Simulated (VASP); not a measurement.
Write the native input for VASP 6.6.1 that does the following.

* Task: single point
* Functional: PBE
* Potentials or basis: VASP PAW PBE potentials, release 64 (Li_sv, Si, B)
* Cutoff: 750 eV
* k mesh: 6 × 6 × 4
* Occupations: gaussian, width 0.1 eV
* Spin: no spin polarisation
* Dipole correction: no
* Further INCAR settings: ALGO = Normal; EDIFF = 1e-06; NBANDS = 19

The structure of LiSi2B3 lies in POSCAR:

```
LiSi2B3
1.0
    3.3833536382     -0.0000000024      0.0000000000
   -1.6916768170      2.9300702019      0.0000000000
    0.0000000000      0.0000000000      7.5666727068
Li Si B
1 2 3
Direct
    0.0000000000      0.0000000000      0.5000000000
    0.3333333333      0.6666666667      0.8506852951
    0.3333333333      0.6666666667      0.1493147049
    0.3333333333      0.6666666667      0.4011418591
    0.3333333333      0.6666666667      0.5988581409
    0.6666666667      0.3333333333      0.0000000000
```

The cell was generated, and may not be a known phase.

One way to write it, as run:

INCAR

```
PREC = Accurate
ENCUT = 750
EDIFF = 1E-6
ISMEAR = 0
SIGMA = 0.1
LREAL = False
LASPH = True
NELM = 120
ALGO = Normal
ISIF = 2
LWAVE = False
LCHARG = True
GGA = PE
LELF = True
LVHAR = True
NBANDS = 19
GGA_COMPAT = False
```

KPOINTS

```
regular mesh
0
Gamma
  6 6 4
```

Potentials or basis: VASP PAW PBE potentials, release 64 (Li_sv, Si, B).

Command:

```console
$ cat potpaw_PBE.64/Li_sv/POTCAR potpaw_PBE.64/Si/POTCAR potpaw_PBE.64/B/POTCAR > POTCAR
$ mpirun -np 1 vasp_std > vasp.out
```

It gave:

| Property | Result |
| --- | --- |
| Pressure | -0.1 GPa |
| Largest force | 0.013 eV/Å |
| Band gap on the k mesh | zero (bands 10 and 11 overlap by 2.40 eV) |

Wall time 78 s on 1 thread of Oxide Virtual Turin-like Processor, on a shared host, peak memory 0.21 GiB.
